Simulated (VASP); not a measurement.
A run of VASP 6.6.1 is set up as follows.

File POSCAR:

```
CuI
1.0
    0.0000000000      3.0730325583      2.9501112559
    3.0730325583      0.0000000000      2.9501112559
    3.0730325583      3.0730325583      0.0000000000
Cu I
1 1
Direct
    0.7500000000      0.7500000000      0.7500000000
    0.0000000000      0.0000000000      0.0000000000
```

Contents of INCAR.step1:

```
SYSTEM = CuI
  ALGO = Normal
  EDIFF = 1E-4
  ENCUT = 520
  GGA = PE
  ISMEAR = 0
  LASPH = .True.
  LCHARG = .False.
  LREAL = .False.
  LWAVE = .True.
  NBANDS = 16
  NELM = 80
  PREC = Accurate
  SIGMA = 0.05
```

Contents of INCAR.step2:

```
SYSTEM = CuI
  ALGO = Normal
  EDIFF = 1E-6
  ENCUT = 520
  ISIF = 2
  ISMEAR = 0
  ISTART = 1
  LASPH = .True.
  LCHARG = .False.
  LMIXTAU = .True.
  LREAL = .False.
  LWAVE = .False.
  METAGGA = R2SCAN
  NBANDS = 16
  NELM = 80
  PREC = Accurate
  SIGMA = 0.05
```

The input KPOINTS:

```
k-points
0
Gamma
  8 8 8
  0 0 0
```

Potentials or basis: VASP PAW PBE potentials, release 64 (Cu, I).

Command:

```console
$ cat potpaw_PBE.64/Cu/POTCAR potpaw_PBE.64/I/POTCAR > POTCAR
$ cp INCAR.step1 INCAR
$ mpirun -np 1 vasp_std > vasp.out
$ cp INCAR.step2 INCAR
$ mpirun -np 1 vasp_std > vasp.out
```

Task: Estimate the band gap on the k mesh.

Result: 1.57 eV, direct.

Task: What does it give for the pressure?

Result: -0.9 GPa.

Stress tensor (GPa, compression positive):
```
-1.12  0.00  0.00
 0.00 -1.12  0.00
 0.00  0.00 -0.43
```

Caveat: the PAW data sets were made with another functional, which shifts forces and pressure a little; spin-orbit coupling is left out, which moves the levels of the heavy elements.
